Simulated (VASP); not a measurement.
# Al2Pt in VASP: a series of runs

The runs below take Al2Pt through single point, with PBE.

All numbers are computed with VASP 6.6.1; they aren't measurements. Logs are shortened: lines on timing, memory, paths and dates and some standing lists are left out, and cuts for length are marked.

**1. The cell of the first run**

Symmetry: P-6m2, No. 187, hexagonal system. The conventional cell has a = 3.471 Å, b = 3.471 Å, c = 5.675 Å, α = 90.00°, β = 90.00°, γ = 120.00°. Al (site symmetry 3m) has 3 Pt at 2.52 Å and 2 Al at 2.62 to 3.05 Å within 3.3 Å. Pt (site symmetry -6m2) has 6 Al at 2.52 Å within 3.3 Å.

**2. Single point, PBE**

The input, INCAR:

```
SYSTEM = Al2Pt
  PREC = Accurate
  ENCUT = 500
  EDIFF = 1E-6
  ISMEAR = 0
  SIGMA = 0.2
  LREAL = .False.
  LASPH = .True.
  NELM = 120
  ALGO = Normal
  ISIF = 2
  LWAVE = .False.
  LCHARG = .False.
  GGA = PE
  NBANDS = 15
  GGA_COMPAT = .False.
```

The input, KPOINTS:

```
Automatic mesh
0
Gamma
  7 7 3
  0 0 0
```

The input, POSCAR:

```
Al2Pt
1.0
    3.4713089401      0.0000000032      0.0000000000
   -1.7356544728      3.0062417249      0.0000000000
    0.0000000000      0.0000000000      5.6747845618
Al Pt
2 1
Direct
    0.0000000000      0.0000000000      0.2688123995
    0.0000000000      0.0000000000      0.7311876005
    0.3333333333      0.6666666667      0.0000000000
```

Potentials or basis: VASP PAW PBE potentials, release 64 (Al, Pt).

On the command line:

```sh
$ cat potpaw_PBE.64/Al/POTCAR potpaw_PBE.64/Pt/POTCAR > POTCAR
$ mpirun -np 1 vasp_std > vasp.out
```

OUTCAR:

```text
SYSTEM = Al2Pt
   PREC = Accurate
   ENCUT = 500
   EDIFF = 1E-6
   ISMEAR = 0
   LREAL = .False.
   LASPH = .True.
   NELM = 120
   ISIF = 2
   GGA = PE

 ion  position               nearest neighbor table
   1  0.000  0.000  0.269-   3 2.52   3 2.52   3 2.52   2 2.62   2 3.05
   2  0.000  0.000  0.731-   3 2.52   3 2.52   3 2.52   1 2.62   1 3.05
   3  0.333  0.667  0.000-   1 2.52   2 2.52   1 2.52   2 2.52   1 2.52   2 2.52

  LATTYP: Found a hexagonal cell.
 ALAT       =     3.4713089401
 C/A-ratio  =     1.6347679390

  Lattice vectors:

 A1 = (   3.4713089401,   0.0000000032,   0.0000000000)
 A2 = (  -1.7356544728,   3.0062417249,   0.0000000000)
 A3 = (   0.0000000000,   0.0000000000,   5.6747845618)

Analysis of symmetry for initial positions (statically):
=====================================================================
 Subroutine PRICEL returns:
 Original cell was already a primitive cell.

 Routine SETGRP: Setting up the symmetry group for a
 hexagonal supercell.

 Subroutine GETGRP returns: Found 12 space group operations
 (whereof 12 operations were pure point group operations)
 out of a pool of 24 trial point group operations.

The static configuration has the point symmetry D_3h.

Analysis of symmetry for dynamics (positions and initial velocities):
=====================================================================
 Subroutine PRICEL returns:
 Original cell was already a primitive cell.

 Routine SETGRP: Setting up the symmetry group for a
 hexagonal supercell.

 Subroutine GETGRP returns: Found 12 space group operations
 (whereof 12 operations were pure point group operations)
 out of a pool of 24 trial point group operations.

The dynamic configuration has the point symmetry D_3h.

 Subroutine INISYM returns: Found 12 space group operations
 (whereof 12 operations are pure point group operations),
 and found     1 'primitive' translations

----------------------------------------------------------------------------------------

                                     Primitive cell

  volume of cell :      59.2197

  direct lattice vectors                    reciprocal lattice vectors
     3.471308940  0.000000003  0.000000000     0.288075771  0.166320624  0.000000000
    -1.735654473  3.006241725  0.000000000    -0.000000000  0.332641248  0.000000000
     0.000000000  0.000000000  5.674784562     0.000000000  0.000000000  0.176218143

  length of vectors
     3.471308940  3.471308940  5.674784562     0.332641248  0.332641248  0.176218143

  position of ions in fractional coordinates (direct lattice)
     0.000000000  0.000000000  0.268812399
     0.000000000  0.000000000  0.731187601
     0.333333333  0.666666667  0.000000000

  ion indices of the primitive-cell ions
   primitive index   ion index
                 1           1
                 2           2
                 3           3

----------------------------------------------------------------------------------------

 KPOINTS: Automatic mesh

Automatic generation of k-mesh.
 Grid dimensions read from file:
 generate k-points for:    7    7    3

 Generating k-lattice:

  Cartesian coordinates                     Fractional coordinates (reciprocal lattice)
     0.041153682  0.023760089  0.000000000     0.142857143  0.000000000  0.000000000
    -0.000000000  0.047520178  0.000000000    -0.000000000  0.142857143  0.000000000
     0.000000000  0.000000000  0.058739381     0.000000000  0.000000000  0.333333333

  Length of vectors
     0.047520178  0.047520178  0.058739381

  Shift w.r.t. Gamma in fractional coordinates (k-lattice)
     0.000000000  0.000000000  0.000000000

 Subroutine IBZKPT returns following result:
 ===========================================

 Found     16 irreducible k-points:

 Following reciprocal coordinates:
            Coordinates               Weight
  0.000000  0.000000  0.000000      1.000000
  0.142857  0.000000  0.000000      6.000000
  0.285714  0.000000  0.000000      6.000000
  0.428571  0.000000  0.000000      6.000000
  0.142857  0.142857  0.000000      6.000000
  0.285714  0.142857  0.000000     12.000000
[... 8 lines left out ...]
  0.428571  0.142857  0.333333     12.000000
  0.285714  0.285714  0.333333     12.000000
   k-points           NKPTS =     16   k-points in BZ     NKDIM =     16   number of bands    NBANDS=     15
   number of dos      NEDOS =    301   number of ions     NIONS =      3
   total plane-waves  NPLWV =  32928
   dimension x,y,z NGX =    28 NGY =   28 NGZ =   42
   dimension x,y,z NGXF=    56 NGYF=   56 NGZF=   84
   ions per type =               2   1
   NGX,Y,Z   is equivalent  to a cutoff of  13.41, 13.41, 12.30 a.u.
   NGXF,Y,Z  is equivalent  to a cutoff of  26.82, 26.82, 24.61 a.u.
 SYSTEM =  Al2Pt
   PREC   = accura    normal or accurate (medium, high low for compatibility)
   ISTART =      0    job   : 0-new  1-cont  2-samecut
   ICHARG =      2    charge: 1-file 2-atom 10-const
[... 68 lines left out ...]
      5       2.5281      2.00000
      6       3.0921      2.00000
      7       3.0921      2.00000
      8       4.4465      2.00000
      9      12.8123      0.00000
     10      12.8123      0.00000
     11      13.9774      0.00000
     12      14.7939      0.00000
     13      14.8758      0.00000
     14      14.8758      0.00000
     15      15.1044      0.00000

 k-point     2 :       0.1429    0.0000    0.0000
  band No.  band energies     occupation
      1      -2.7138      2.00000
      2       1.2723      2.00000
      3       1.6675      2.00000
      4       2.3865      2.00000
      5       2.7618      2.00000
      6       3.0175      2.00000
      7       3.6318      2.00000
      8       4.4687      2.00000
      9      10.4862      0.00000
     10      11.6764      0.00000
     11      13.5024      0.00000
     12      13.9076      0.00000
     13      15.1070      0.00000
     14      15.2371      0.00000
     15      15.2417      0.00000

 k-point     3 :       0.2857    0.0000    0.0000
  band No.  band energies     occupation
      1      -1.6954      2.00000
      2       1.2936      2.00000
      3       1.5936      2.00000
      4       2.4835      2.00000
      5       2.8568      2.00000
      6       3.3688      2.00000
      7       4.4876      2.00000
      8       4.6857      2.00000
      9       7.5897      0.00000
     10      10.2452      0.00000
     11      11.3801      0.00000
     12      11.7979      0.00000
     13      13.9588      0.00000
     14      15.0718      0.00000
     15      15.5809      0.00000

 k-point     4 :       0.4286    0.0000    0.0000
  band No.  band energies     occupation
      1      -0.4576      2.00000
      2       1.0929      2.00000
      3       1.6645      2.00000
      4       2.5784      2.00000
      5       2.7340      2.00000
      6       3.9878      2.00000
      7       4.6755      2.00000
      8       5.7449      1.99974
      9       5.9741      1.95735
     10       8.9286      0.00000
     11       9.2770      0.00000
     12      10.0791      0.00000
     13      13.4213      0.00000
     14      14.6869      0.00000
     15      14.7430      0.00000
[... 163 lines left out ...]
 k-point    14 :       0.2857    0.1429    0.3333
  band No.  band energies     occupation
      1      -0.4715      2.00000
      2       0.6681      2.00000
      3       1.8687      2.00000
      4       2.4725      2.00000
      5       2.7810      2.00000
      6       3.5168      2.00000
      7       4.0233      2.00000
      8       6.0727      1.81643
      9       7.2235      0.00000
     10       8.6492      0.00000
     11       9.8708      0.00000
     12      10.6363      0.00000
     13      12.8883      0.00000
     14      14.3334      0.00000
     15      15.3700      0.00000

 k-point    15 :       0.4286    0.1429    0.3333
  band No.  band energies     occupation
      1       0.2217      2.00000
      2       0.8225      2.00000
      3       2.1857      2.00000
      4       2.3337      2.00000
      5       2.7575      2.00000
      6       4.0615      2.00000
      7       4.5555      2.00000
      8       5.0265      2.00000
      9       5.7159      1.99988
     10       8.1444      0.00000
     11       9.8389      0.00000
     12      11.0661      0.00000
     13      11.8582      0.00000
     14      14.6914      0.00000
     15      15.1011      0.00000

 k-point    16 :       0.2857    0.2857    0.3333
  band No.  band energies     occupation
      1       0.4700      2.00000
      2       1.0517      2.00000
      3       1.9204      2.00000
      4       2.0730      2.00000
      5       2.8061      2.00000
      6       4.2433      2.00000
      7       4.7009      2.00000
      8       5.4691      2.00000
      9       5.9852      1.94869
     10       7.1540      0.00000
     11       8.3621      0.00000
     12      11.1605      0.00000
     13      12.9857      0.00000
     14      13.7788      0.00000
     15      14.9134      0.00000

------------------------ aborting loop because EDIFF is reached ----------------------------------------

  FORCE on cell =-STRESS in cart. coord.  units (eV):
  Direction    XX          YY          ZZ          XY          YZ          ZX
  --------------------------------------------------------------------------------------
  -------------------------------------------------------------------------------------
  Total        0.1849309      0.1849309     -0.2665782      0.0000000     -0.0000000      0.0000000
  in kB        5.0032665      5.0032665     -7.2122152      0.0000000     -0.0000000      0.0000000
  external PRESSURE =       0.9314392 kB  Pullay stress =       0.0000000 kB

 VOLUME and BASIS-vectors are now :
 -----------------------------------------------------------------------------
  energy-cutoff  :      500.00
  volume of cell :       59.22
      direct lattice vectors                 reciprocal lattice vectors
     3.471308940  0.000000003  0.000000000     0.288075771  0.166320624  0.000000000
    -1.735654473  3.006241725  0.000000000    -0.000000000  0.332641248  0.000000000
     0.000000000  0.000000000  5.674784562     0.000000000  0.000000000  0.176218143

 POSITION                                       TOTAL-FORCE (eV/Angst)
 -----------------------------------------------------------------------------------
      0.00000      0.00000      1.52545        -0.000000      0.000000      0.027446
      0.00000      0.00000      4.14933        -0.000000      0.000000     -0.027446
     -0.00000      2.00416      0.00000         0.000000     -0.000000      0.000000
 -----------------------------------------------------------------------------------
    total drift:                                0.000000     -0.000000     -0.000000

  FREE ENERGIE OF THE ION-ELECTRON SYSTEM (eV)
  ---------------------------------------------------
  free  energy   TOTEN  =       -14.7652009880 eV

  energy  without entropy=      -14.7438242841  energy(sigma->0) =      -14.75451264
```

Wall time 13 s (1 thread of Intel Xeon 6455B, shared host); peak memory 0.17 GiB.

What came out:

```yaml
Free_energy: -14.7652 eV
Pressure: 0.1 GPa
Largest_force: 0.027 eV/Å
Band_gap_on_the_k_mesh: zero (band 8 reaches 7.00 eV, above the bottom of band 9 at 5.72 eV)
```

Forces in eV/Å, atoms in the order of the input:
```
Al   0.000  0.000  0.027
Al   0.000  0.000 -0.027
Pt   0.000  0.000  0.000
```

Stress tensor (GPa, compression positive):
```
 0.50  0.00  0.00
 0.00  0.50  0.00
 0.00  0.00 -0.72
```

Caveat: the k points lie up to 0.37 Å⁻¹ apart; spin-orbit coupling is left out, which moves the levels of the heavy elements.

**3. Single point, PBE**

This run uses another cell than the first one, of 16.84 Å³/atom, 0.853 times its volume.

The input, INCAR:

```
SYSTEM = Al2Pt
PREC = Accurate
ENCUT = 500
EDIFF = 1E-6
ISMEAR = 0
SIGMA = 0.2
LREAL = .FALSE.
LASPH = .TRUE.
NELM = 120
ALGO = Normal
ISIF = 2
LWAVE = .FALSE.
LCHARG = .FALSE.
GGA = PE
NBANDS = 15
GGA_COMPAT = .FALSE.
```

The input, KPOINTS:

```
Automatic mesh
0
G
  7 7 3
  0 0 0
```

The input, POSCAR:

```
Al2Pt
1.0
    3.0016342021      0.0000000000      0.0000000000
   -1.5008171011      2.5994914719      0.0000000000
    0.0000000000      0.0000000000      6.4745369072
Al Pt
2 1
Direct
    0.3333333333      0.6666666667     -0.0487700478
    0.3333333333      0.6666666667      0.5515779599
    0.6666666667      0.3333333333      0.2514393580
```

Potentials or basis: VASP PAW PBE potentials, release 64 (Al, Pt).

On the command line:

```sh
$ cat potpaw_PBE.64/Al/POTCAR potpaw_PBE.64/Pt/POTCAR > POTCAR
$ mpirun -np 1 vasp_std > vasp.out
```

It took 16 s on 1 thread of Intel Xeon 6455B, shared host; peak memory 0.17 GiB.

It converged, with:

* Free energy: -15.0312 eV
* Pressure: -0.2 GPa
* Largest force: 0.011 eV/Å
* Band gap on the k mesh: zero (band 8 reaches 8.12 eV, above the bottom of band 9 at 7.90 eV)

Forces on the atoms (eV/Å):
```
Al   0.000  0.000  0.011
Al   0.000  0.000 -0.009
Pt   0.000  0.000 -0.002
```

Stress tensor (GPa, compression positive):
```
-0.14  0.00  0.00
 0.00 -0.14  0.00
 0.00  0.00 -0.28
```

Levels at points of the mesh, in eV from the Fermi level:
| k point | band 5 | band 6 | band 7 | band 8 | band 9 | band 10 | band 11 | band 12 |
| --- | --- | --- | --- | --- | --- | --- | --- | --- |
| (0.00, 0.00, 0.00) | -3.66 | -3.66 | -2.63 | -2.63 | 3.75 | 6.72 | 10.23 | 10.23 |

Caveat: spin-orbit coupling is left out, which moves the levels of the heavy elements.

**4. Single point, PBE**

This run uses another cell than the first one, of 15.62 Å³/atom, 0.791 times its volume.

The input, INCAR:

```
PREC = Accurate
ENCUT = 500
EDIFF = 1E-6
ISMEAR = 0
SIGMA = 0.2
LREAL = False
LASPH = True
NELM = 120
ALGO = Normal
ISIF = 2
LWAVE = False
LCHARG = False
GGA = PE
NBANDS = 15
GGA_COMPAT = False
```

The input, KPOINTS:

```
regular mesh
0
Gamma
  5 5 8
```

The input, POSCAR:

```
Al2Pt
1.0
    4.3850673062      0.0000000000      0.0000000000
   -2.1925336531      3.7975796844      0.0000000000
    0.0000000000      0.0000000000      2.8139700600
Al Pt
2 1
Direct
    0.0000000000      0.0000000000      0.6628770938
    0.3333333333      0.6666666667      0.1626186662
    0.6666666667      0.3333333333      0.1626717100
```

On the command line:

```sh
$ cat potpaw_PBE.64/Al/POTCAR potpaw_PBE.64/Pt/POTCAR > POTCAR
$ mpirun -np 1 vasp_std > vasp.out
```

Wall time 21 s (1 thread of Intel Xeon 6455B, shared host); peak memory 0.17 GiB.

The run converged. Its results:

* Free energy: -14.9730 eV
* Pressure: 0.0 GPa
* Band gap on the k mesh: zero (band 8 reaches 12.17 eV, above the bottom of band 9 at 9.23 eV)

Stress tensor (GPa, compression positive):
```
-0.32  0.00  0.00
 0.00 -0.32  0.00
 0.00  0.00  0.54
```

Levels at points of the mesh, in eV from the Fermi level:
```tsv
k point	band 6	band 7	band 8	band 9	band 10	band 11
(0.00, 0.00, 0.00)	-2.56	-1.05	-0.27	-0.27	1.90	1.90
(0.00, 0.00, 0.50)	-4.69	-0.07	2.36	2.36	3.15	3.41
```

Caveat: spin-orbit coupling is left out, which moves the levels of the heavy elements.

**5. Single point, PBE**

This run uses another cell than the first one, of 24.18 Å³/atom, 1.225 times its volume.

The input, INCAR:

```
SYSTEM = Al2Pt
PREC = Accurate
ENCUT = 500
EDIFF = 1E-6
ISMEAR = 0
SIGMA = 0.2
LREAL = .False.
LASPH = .True.
NELM = 120
ALGO = Normal
ISIF = 2
LWAVE = .False.
LCHARG = .False.
GGA = PE
NBANDS = 15
GGA_COMPAT = .False.
```

The input, KPOINTS:

```
regular mesh
0
Gamma
  6 6 4
  0 0 0
```

The input, POSCAR:

```
Al2Pt
1.0
    4.1980074766      0.0000000034      0.0000000000
   -2.0990037413      3.6355811183      0.0000000000
    0.0000000000      0.0000000000      4.7525784566
Al Pt
2 1
Direct
    0.0000000000      0.0000000000      0.6963088472
    0.3333333333      0.6666666667      0.1962889818
    0.0000000000      0.0000000000      0.1962798310
```

On the command line:

```sh
$ cat potpaw_PBE.64/Al/POTCAR potpaw_PBE.64/Pt/POTCAR > POTCAR
$ mpirun -np 1 vasp_std > vasp.out
```

Wall time 25 s (1 thread of Intel Xeon 6455B, shared host); peak memory 0.19 GiB.

Results (log left out):

```yaml
Free_energy: -14.4924 eV
Pressure: 0.1 GPa
Band_gap_on_the_k_mesh: zero (band 8 reaches 8.83 eV, above the bottom of band 9 at 3.12 eV)
```

Forces on the atoms (eV/Å):
```
Al   0.000  0.000 -0.002
Al   0.000  0.000  0.000
Pt   0.000  0.000  0.002
```

Levels at points of the mesh, in eV from the Fermi level:
| k point | band 5 | band 6 | band 7 | band 8 | band 9 | band 10 | band 11 | band 12 |
| --- | --- | --- | --- | --- | --- | --- | --- | --- |
| (0.00, 0.00, 0.00) | -3.72 | -3.72 | -1.64 | 0.50 | 2.08 | 2.08 | 4.38 | 6.10 |
| (0.50, 0.00, 0.00) | -3.83 | -3.64 | -3.29 | 0.17 | 0.17 | 2.02 | 2.43 | 3.77 |
| (0.00, 0.00, 0.50) | -4.33 | -3.89 | -3.89 | 3.99 | 3.99 | 4.05 | 4.85 | 4.85 |
| (0.50, 0.00, 0.50) | -4.05 | -3.79 | -3.62 | -2.71 | 0.13 | 1.42 | 3.59 | 3.61 |

Caveat: spin-orbit coupling is left out, which moves the levels of the heavy elements.

**6. The runs side by side**

| cell | k mesh | gap on the mesh (eV) | pressure (GPa) | largest force (eV/Å) |
| --- | --- | --- | --- | --- |
| a = 3.471, b = 3.471, c = 5.675 Å, angles 90.0, 90.0, 120.0°, 3 atoms | 7 × 7 × 3 | none | 0.1 | 0.03 |
| a = 3.002, b = 3.002, c = 6.475 Å, angles 90.0, 90.0, 120.0°, 3 atoms | 7 × 7 × 3 | none | -0.2 | 0.01 |
| a = 4.385, b = 4.385, c = 2.814 Å, angles 90.0, 90.0, 120.0°, 3 atoms | 5 × 5 × 8 | none | 0.0 | - |
| a = 4.198, b = 4.198, c = 4.753 Å, angles 90.0, 90.0, 120.0°, 3 atoms | 6 × 6 × 4 | none | 0.1 | - |

Alike in all rows: task single point; level PBE; potentials or basis VASP PAW PBE potentials, release 64 (Al, Pt); no spin polarisation; cutoff (eV) 500; smearing gaussian 0.2 eV.

Caveats: some runs use coarse meshes; spin-orbit coupling is left out, which moves the levels of the heavy elements.

Total energies depend on the potentials used, so only differences within one code and one set of settings carry meaning.
